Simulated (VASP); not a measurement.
# W (Im-3m) in VASP: a series of runs, part 2 of 2

VASP 6.6.1.

### 5 Single point, PBEsol

This run uses another cell than the first one, of 15.64 Å³/atom, 1.003 times its volume.

INCAR

```
PREC = Accurate
ENCUT = 520
EDIFF = 1E-6
ISMEAR = -1
SIGMA = 0.08
LREAL = F
LASPH = T
NELM = 100
ALGO = Normal
ISIF = 2
LWAVE = F
LCHARG = T
GGA = PS
LELF = T
LVHAR = T
NBANDS = 13
```

KPOINTS

```
regular mesh
0
Gamma
  24 24 24
```

POSCAR

```
W
1.0
   -1.5754527871      1.5754527871      1.5754527871
    1.5754527871     -1.5754527871      1.5754527871
    1.5754527871      1.5754527871     -1.5754527871
W
1
Direct
    0.0000000000      0.0000000000      0.0000000000
```

Potentials or basis: VASP PAW PBE potentials, release 64 (W_sv).

Launch:

```
$ cat potpaw_PBE.64/W_sv/POTCAR > POTCAR
$ mpirun -np 1 vasp_std > vasp.out
```

OUTCAR:

```text
PREC = Accurate
   ENCUT = 520
   EDIFF = 1E-6
   ISMEAR = -1
   LREAL = F
   LASPH = T
   NELM = 100
   ISIF = 2
   GGA = PS

 ion  position               nearest neighbor table
   1  0.000  0.000  0.000-

  LATTYP: Found a body centered cubic cell.
 ALAT       =     3.1509055742

  Lattice vectors:

 A1 = (  -1.5754527871,   1.5754527871,   1.5754527871)
 A2 = (   1.5754527871,  -1.5754527871,   1.5754527871)
 A3 = (   1.5754527871,   1.5754527871,  -1.5754527871)

Analysis of symmetry for initial positions (statically):
=====================================================================
 Subroutine PRICEL returns:
 Original cell was already a primitive cell.

 Routine SETGRP: Setting up the symmetry group for a
 body centered cubic supercell.

 Subroutine GETGRP returns: Found 48 space group operations
 (whereof 48 operations were pure point group operations)
 out of a pool of 48 trial point group operations.

The static configuration has the point symmetry O_h .

Analysis of symmetry for dynamics (positions and initial velocities):
=====================================================================
 Subroutine PRICEL returns:
[... 159 lines left out ...]
 Fermi energy:        11.5028340588

 k-point     1 :       0.0000    0.0000    0.0000
  band No.  band energies     occupation
      1     -62.6605      2.00000
      2     -26.1979      2.00000
      3     -26.1979      2.00000
      4     -26.1979      2.00000
      5       1.7416      2.00000
      6      10.2106      2.00000
      7      10.2106      2.00000
      8      10.2106      2.00000
      9      13.7362      0.00000
     10      13.7362      0.00000
     11      26.0406      0.00000
     12      26.0406      0.00000
     13      26.0406      0.00000
[... 354 lines left out ...]
  band No.  band energies     occupation
      1     -62.5174      2.00000
      2     -27.5374      2.00000
      3     -26.6417      2.00000
      4     -26.2162      2.00000
      5       5.1568      2.00000
      6       7.8539      2.00000
      7      11.9623      0.00639
      8      13.6268      0.00000
      9      14.7269      0.00000
     10      17.7869      0.00000
     11      22.7118      0.00000
     12      23.1812      0.00000
     13      28.5015      0.00000

 [... further k-points ...]
[... 5 lines left out ...]
  --------------------------------------------------------------------------------------
  -------------------------------------------------------------------------------------
  Total        0.1623038      0.1623038      0.1623038      0.0000000      0.0000000      0.0000000
  in kB       16.6250540     16.6250540     16.6250540      0.0000000      0.0000000      0.0000000
  external PRESSURE =      16.6250540 kB  Pullay stress =       0.0000000 kB

 VOLUME and BASIS-vectors are now :
 -----------------------------------------------------------------------------
  energy-cutoff  :      520.00
  volume of cell :       15.64
      direct lattice vectors                 reciprocal lattice vectors
    -1.575452787  1.575452787  1.575452787     0.000000000  0.317369079  0.317369079
     1.575452787 -1.575452787  1.575452787     0.317369079  0.000000000  0.317369079
     1.575452787  1.575452787 -1.575452787     0.317369079  0.317369079  0.000000000

 POSITION                                       TOTAL-FORCE (eV/Angst)
 -----------------------------------------------------------------------------------
      0.00000      0.00000      0.00000        -0.000000     -0.000000      0.000000
 -----------------------------------------------------------------------------------
    total drift:                                0.000000     -0.000000      0.000000

  FREE ENERGIE OF THE ION-ELECTRON SYSTEM (eV)
  ---------------------------------------------------
  free  energy   TOTEN  =       -13.8103328712 eV

  energy  without entropy=      -13.8012520431  energy(sigma->0) =      -13.80579246
```

stdout:

```text
POSCAR found type information on POSCAR W
 POSCAR found :  1 types and       1 ions
 scaLAPACK will be used
 -----------------------------------------------------------------------------
|                                                                             |
|                                                                             |
|     You enforced a specific xc type in the INCAR file but a different       |
|     I HOPE YOU KNOW WHAT YOU ARE DOING!                                     |
|                                                                             |
 -----------------------------------------------------------------------------

 LDA part: xc-table for (Slater+PW92), standard interpolation
 POSCAR, INCAR and KPOINTS ok, starting setup
 FFT: planning ... GRIDC
 FFT: planning ... GRID_SOFT
 FFT: planning ... GRID
 WAVECAR not read
 entering main loop
```

Run time: 32 s. Hardware: 1 thread of Intel Xeon Platinum 8375C at 2.90GHz (Ice Lake), shared host; peak memory 0.18 GiB.

What came out:

* Free energy: -13.8103 eV
* Pressure: 1.7 GPa
* Band gap on the k mesh: zero (band 7 reaches 16.74 eV, above the bottom of band 8 at 10.21 eV)

Levels at points of the mesh, in eV from the Fermi level:
```csv
k point,band 4,band 5,band 6,band 7,band 8,band 9,band 10,band 11
"(0.00, 0.00, 0.00)",-37.70,-9.76,-1.29,-1.29,-1.29,2.23,2.23,14.54
"(0.50, 0.00, 0.00)",-37.71,-6.41,-3.67,0.71,2.14,3.13,6.25,11.25
"(0.50, 0.50, 0.50)",-38.65,-5.99,-5.99,5.24,5.24,5.24,8.33,8.33
```

Caveat: the PAW data sets were made with another functional, which shifts forces and pressure a little; spin-orbit coupling is left out, which moves the levels of the heavy elements.

### 6 Relaxation of cell and atoms, PBEsol, target pressure 15 GPa, at which the enthalpy is minimised

This run uses another cell than the first one, of 15.69 Å³/atom, 1.006 times its volume.

INCAR

```
PREC     = Accurate       # precision mode
ENCUT    = 600            # plane-wave cutoff, eV
EDIFF    = 1E-6           # SCF threshold, eV
ISMEAR   = -1             # smearing method
SIGMA    = 0.08           # smearing width, eV
LREAL    = F              # projectors in reciprocal space
LASPH    = T              # aspherical terms in the spheres
NELM     = 80             # most SCF steps
ALGO     = Normal         # electronic algorithm
ISIF     = 3              # what is computed and relaxed
LWAVE    = F              # write WAVECAR
LCHARG   = F              # write CHGCAR
GGA      = PS             # functional
IBRION   = 2              # ionic algorithm
NSW      = 100            # ionic steps
EDIFFG   = -0.002         # ionic threshold
PSTRESS  = 150.0
```

KPOINTS is that of step 5.

POSCAR

```
W
1.0
   -1.5770468706      1.5770468706      1.5770468706
    1.5770468706     -1.5770468706      1.5770468706
    1.5770468706      1.5770468706     -1.5770468706
W
1
Direct
    0.0000000000      0.0000000000      0.0000000000
```

Potentials or basis: VASP PAW PBE potentials, release 64 (W_sv).

Launch:

```
$ cat potpaw_PBE.64/W_sv/POTCAR > POTCAR
$ mpirun -np 1 vasp_std > vasp.out
```

Wall time 4.9 min (1 thread of Intel Xeon 6975P-C, shared host); peak memory 0.23 GiB.

Results (log left out):

```yaml
Free_energy: -13.7815 eV
Relaxed_volume: 15.07 Å³/atom
Relaxed_cell: a = 2.695 Å, b = 2.695 Å, c = 2.695 Å, α = 109.47°, β = 109.47°, γ = 109.47°
Space_group_after_relaxing_to_0.05_Å: Im-3m (No. 229)
Energy_change_on_relaxing_the_enthalpy_is_what_falls: +29.3 meV/atom
Ionic_steps: 7
Pressure_after_relaxing: 15.0 GPa
Band_gap_on_the_k_mesh: zero (band 7 reaches 17.57 eV, above the bottom of band 8 at 10.69 eV)
```

The path:
| step | energy change (eV) | largest force (eV/Å) | pressure (GPa) | volume (Å³) |
| --- | --- | --- | --- | --- |
| 1 | 0.0000 | 0.0000 | 0.72 | 15.69 |
| 2 | 0.8338 | 0.0000 | 106.66 | 12.72 |
| 3 | 0.0249 | 0.0000 | 13.74 | 15.12 |
| 4 | 0.0285 | 0.0000 | 14.78 | 15.08 |
| 5 | 0.0297 | 0.0000 | 15.06 | 15.07 |
| 6 | 0.0286 | 0.0000 | 14.85 | 15.08 |
| 7 | 0.0293 | 0.0000 | 14.99 | 15.07 |

Final structure:
```
W
1.0
    -1.55610    1.55610    1.55610
     1.55610   -1.55610    1.55610
     1.55610    1.55610   -1.55610
W
1
Direct
  0.00000 0.00000 0.00000
```

Levels at points of the mesh, in eV from the Fermi level:
| k point | band 3 | band 4 | band 5 | band 6 | band 7 | band 8 | band 9 | band 10 | band 11 |
| --- | --- | --- | --- | --- | --- | --- | --- | --- | --- |
| (0.00, 0.00, 0.00) | -37.61 | -37.61 | -9.98 | -1.38 | -1.38 | -1.38 | 2.31 | 2.31 | 14.60 |
| (0.50, 0.00, 0.00) | -38.10 | -37.62 | -6.68 | -3.88 | 0.84 | 2.24 | 3.28 | 6.58 | 11.58 |
| (0.50, 0.50, 0.50) | -38.67 | -38.67 | -6.32 | -6.32 | 5.50 | 5.50 | 5.50 | 8.63 | 8.63 |

Caveat: the cell is relaxed towards a set pressure, so the enthalpy falls and the energy may rise; the PAW data sets were made with another functional, which shifts forces and pressure a little; spin-orbit coupling is left out, which moves the levels of the heavy elements.

### 7 Relaxation of cell and atoms, PBEsol

This run uses another cell than the first one, of 15.85 Å³/atom, 1.016 times its volume.

INCAR

```
  PREC = Accurate
  ENCUT = 600
  EDIFF = 1E-6
  ISMEAR = -1
  SIGMA = 0.08
  LREAL = False
  LASPH = True
  NELM = 60
  ALGO = Normal
  ISIF = 3
  LWAVE = False
  LCHARG = False
  GGA = PS
  IBRION = 2
  NSW = 100
  EDIFFG = -0.002
```

KPOINTS

```
Automatic mesh
0
Gamma
  24 24 24
```

POSCAR

```
W
1.0
   -1.5823450000      1.5823450000      1.5823450000
    1.5823450000     -1.5823450000      1.5823450000
    1.5823450000      1.5823450000     -1.5823450000
W
1
Direct
    0.0000000000      0.0000000000      0.0000000000
```

Potentials or basis: VASP PAW PBE potentials, release 64 (W_sv).

Launch:

```
$ cat potpaw_PBE.64/W_sv/POTCAR > POTCAR
$ mpirun -np 1 vasp_std > vasp.out
```

OUTCAR:

```text
PREC = Accurate
   ENCUT = 600
   EDIFF = 1E-6
   ISMEAR = -1
   LREAL = False
   LASPH = True
   NELM = 60
   ISIF = 3
   GGA = PS
   IBRION = 2
   NSW = 100
   EDIFFG = -0.002

 ion  position               nearest neighbor table
   1  0.000  0.000  0.000-

  LATTYP: Found a body centered cubic cell.
 ALAT       =     3.1646900000

  Lattice vectors:

 A1 = (  -1.5823450000,   1.5823450000,   1.5823450000)
 A2 = (   1.5823450000,  -1.5823450000,   1.5823450000)
 A3 = (   1.5823450000,   1.5823450000,  -1.5823450000)

Analysis of symmetry for initial positions (statically):
=====================================================================
 Subroutine PRICEL returns:
 Original cell was already a primitive cell.

 Routine SETGRP: Setting up the symmetry group for a
 body centered cubic supercell.

 Subroutine GETGRP returns: Found 48 space group operations
 (whereof 48 operations were pure point group operations)
 out of a pool of 48 trial point group operations.

The static configuration has the point symmetry O_h .

Analysis of symmetry for dynamics (positions and initial velocities):
=====================================================================
[... 165 lines left out ...]
  Total       -0.2483043     -0.2483043     -0.2483043      0.0000000      0.0000000      0.0000000
  in kB      -25.1033324    -25.1033324    -25.1033324      0.0000000      0.0000000      0.0000000
  external PRESSURE =     -25.1033324 kB  Pullay stress =       0.0000000 kB
[... 57 lines left out ...]
--------------------------------------- Ionic step        3  -------------------------------------------

 number of electron      14.0000001 magnetization

 Free energy of the ion-electron system (eV)
  ---------------------------------------------------
  ext. energy  EPLUGINS =         0.00000000
  ---------------------------------------------------
  free energy    TOTEN  =       -13.81095482 eV

  energy without entropy =      -13.80187210  energy(sigma->0) =      -13.80641346

 E-fermi :  11.4228     XC(G=0): -13.8065

 val. band max:       11.4017872761   @ k =   0.5000   0.5000   0.2083
 cond. band min:      11.4296777087   @ k =   0.1667   0.0000   0.0000
 fundamental gap:      0.0278904326
 Fermi energy:        11.4227804437

 k-point     1 :       0.0000    0.0000    0.0000
  band No.  band energies     occupation
      1     -62.7455      2.00000
      2     -26.2911      2.00000
      3     -26.2911      2.00000
      4     -26.2911      2.00000
      5       1.6936      2.00000
      6      10.1419      2.00000
      7      10.1419      2.00000
      8      10.1419      2.00000
      9      13.6456      0.00000
     10      13.6456      0.00000
     11      25.9512      0.00000
[... 309 lines left out ...]
 k-point    24 :       0.4583    0.0417    0.0000
  band No.  band energies     occupation
      1     -62.6058      2.00000
      2     -27.6073      2.00000
      3     -26.7276      2.00000
      4     -26.3088      2.00000
      5       5.1139      2.00000
      6       7.8020      2.00000
      7      11.8678      0.00765
      8      13.5330      0.00000
      9      14.6250      0.00000
     10      17.6604      0.00000
     11      22.5491      0.00000

 [... further k-points ...]
[... 5 lines left out ...]
  --------------------------------------------------------------------------------------
  -------------------------------------------------------------------------------------
  Total        0.0001162      0.0001162      0.0001162     -0.0000000      0.0000000      0.0000000
  in kB        0.0118372      0.0118372      0.0118372     -0.0000000      0.0000000      0.0000000
  external PRESSURE =       0.0118372 kB  Pullay stress =       0.0000000 kB
[... 16 lines left out ...]
  FREE ENERGIE OF THE ION-ELECTRON SYSTEM (eV)
  ---------------------------------------------------
  free  energy   TOTEN  =       -13.8109548211 eV

  energy  without entropy=      -13.8018721018  energy(sigma->0) =      -13.80641346

 reached required accuracy - stopping structural energy minimisation
```

Wall time 2.7 min (1 thread of Intel Xeon 6975P-C, shared host); peak memory 0.22 GiB.

Results:

* Free energy: -13.8110 eV
* Relaxed volume: 15.72 Å³/atom
* Relaxed cell: a = 2.734 Å, b = 2.734 Å, c = 2.734 Å, α = 109.47°, β = 109.47°, γ = 109.47°
* Space group after relaxing (to 0.05 Å): Im-3m (No. 229)
* Energy gained by relaxing: 1.0 meV/atom
* Ionic steps: 3
* Pressure after relaxing: 0.0 GPa
* Band gap on the k mesh: zero (band 7 reaches 16.63 eV, above the bottom of band 8 at 10.14 eV)

Step by step:
```
step  energy change (eV)  largest force (eV/Å)  pressure (GPa)  volume (Å³)
   1              0.0000                0.0000           -2.51        15.85
   2              0.0121                0.0000            9.77        15.28
   3             -0.0010                0.0000            0.00        15.72
```

Final structure:
```yaml
crystal:
  lattice:
    - [-1.57825, 1.57825, 1.57825]
    - [1.57825, -1.57825, 1.57825]
    - [1.57825, 1.57825, -1.57825]
  atoms:
    - { symbol: W, position: [0.00000, 0.00000, 0.00000] }
```

Levels at points of the mesh, in eV from the Fermi level:
```tsv
k point	band 4	band 5	band 6	band 7	band 8	band 9	band 10	band 11
(0.00, 0.00, 0.00)	-37.71	-9.73	-1.28	-1.28	-1.28	2.22	2.22	14.53
(0.50, 0.00, 0.00)	-37.72	-6.37	-3.65	0.69	2.13	3.11	6.21	11.17
(0.50, 0.50, 0.50)	-38.64	-5.95	-5.95	5.20	5.20	5.20	8.29	8.29
```

Caveat: the PAW data sets were made with another functional, which shifts forces and pressure a little; spin-orbit coupling is left out, which moves the levels of the heavy elements.

### 8 Overview

```csv
task,cell,cutoff (eV),gap on the mesh (eV),pressure (GPa)
single point,"a = 2.726 Å, angles 109.5°, 1 atom",520,none,2.7
single point,"a = 2.721 Å, angles 109.5°, 1 atom",520,none,4.7
single point,"a = 2.732 Å, angles 109.5°, 1 atom",520,none,0.7
single point,"a = 2.729 Å, angles 109.5°, 1 atom",520,none,1.7
relaxation of cell and atoms,"relaxed to 15 GPa from a = 2.732 Å, angles 109.5°, 1 atom",600,none,15.0
relaxation of cell and atoms,"relaxed from a = 2.741 Å, angles 109.5°, 1 atom",600,none,0.0
```

Alike in all rows: level PBEsol; potentials or basis VASP PAW PBE potentials, release 64 (W_sv); no spin polarisation; k mesh 24 × 24 × 24; smearing fermi-dirac 0.08 eV.

Caveats: the PAW data sets were made with another functional, which shifts forces and pressure a little; spin-orbit coupling is left out, which moves the levels of the heavy elements; the cell is relaxed towards a set pressure, so the enthalpy falls and the energy may rise (some runs).

Total energies depend on the potentials used, so only differences within one code and one set of settings carry meaning.
